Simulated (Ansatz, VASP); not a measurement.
# CuO in VASP and in Ansatz

```
CELL_PARAMETERS angstrom
2.82072 0.00000 0.00000
0.03828 2.82050 0.00000
0.01714 0.01689 5.07067
ATOMIC_POSITIONS crystal
Cu 0.00000 0.50000 0.00000
Cu 0.50000 0.00000 0.50000
O 0.99842 0.00167 0.74989
O 0.00158 0.99833 0.25011
```

Change from the starting cell: volume scaled by 0.94.

Alike in both runs: task single point; functional PBE; k mesh 9 × 9 × 5; occupations fermi-dirac, width 0.05 eV; no spin polarisation.

```csv
,VASP,Ansatz
version,VASP 6.6.1,Ansatz 0.2.0
potentials or method,"VASP PAW PBE potentials, release 64 (Cu, O), cutoff 520 eV","all-electron LAPW, scalar-relativistic"
```

Ansatz gave:

```
gap on the k mesh at the Fermi level (eV)                     : none
pressure (GPa)                                                : 18.6
traceless stress, the component that is largest in VASP (GPa) : 2.01
rms of the force components (eV/Å)                            : 0.005
```

Estimate VASP's values.

gap on the k mesh at the Fermi level (eV): none; pressure (GPa): 19.5; traceless stress, the component that is largest in VASP (GPa): 2.41; rms of the force components (eV/Å): 0.005.

Atom by atom the forces differ by 0.001 eV/Å (rms over components). A gap of «none» marks a metal or a gap that the smearing closes. Ansatz ran all-electron here, and VASP with PAW potentials.
